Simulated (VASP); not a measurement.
Crystal: Au.

```
CELL_PARAMETERS angstrom
0.00000 2.02296 2.02296
2.02296 0.00000 2.02296
2.02296 2.02296 0.00000
ATOMIC_POSITIONS crystal
Au 0.00000 0.00000 0.00000
```

Base run:

| Property | Result |
| --- | --- |
| Program | VASP 6.6.1 |
| Functional | LDA |
| Potentials or basis | VASP PAW LDA potentials, release 64 (Au) |
| Cutoff | 520 eV |
| k mesh | 11 × 11 × 11 |
| Occupations | fermi-dirac, width 0.1 eV |
| Spin | no spin polarisation |

Its results: pressure 0.6 GPa.

Question: After a change of settings the same cell gave: pressure -0.4 GPa. Which change was it?
A. k mesh from 11 × 11 × 11 to 5 × 5 × 5
B. k mesh from 11 × 11 × 11 to 22 × 22 × 22
C. k mesh from 11 × 11 × 11 to 13 × 13 × 13; occupations from fermi-dirac, width 0.1 eV to methfessel-paxton, width 1 eV
D. k mesh from 11 × 11 × 11 to 3 × 3 × 3; further incar settings from ALGO = Normal; EDIFF = 1e-06; NBANDS = 12 to ALGO = Normal; EDIFF = 1e-07; NBANDS = 12

Answer: A.

Caveats: some runs use coarse meshes.
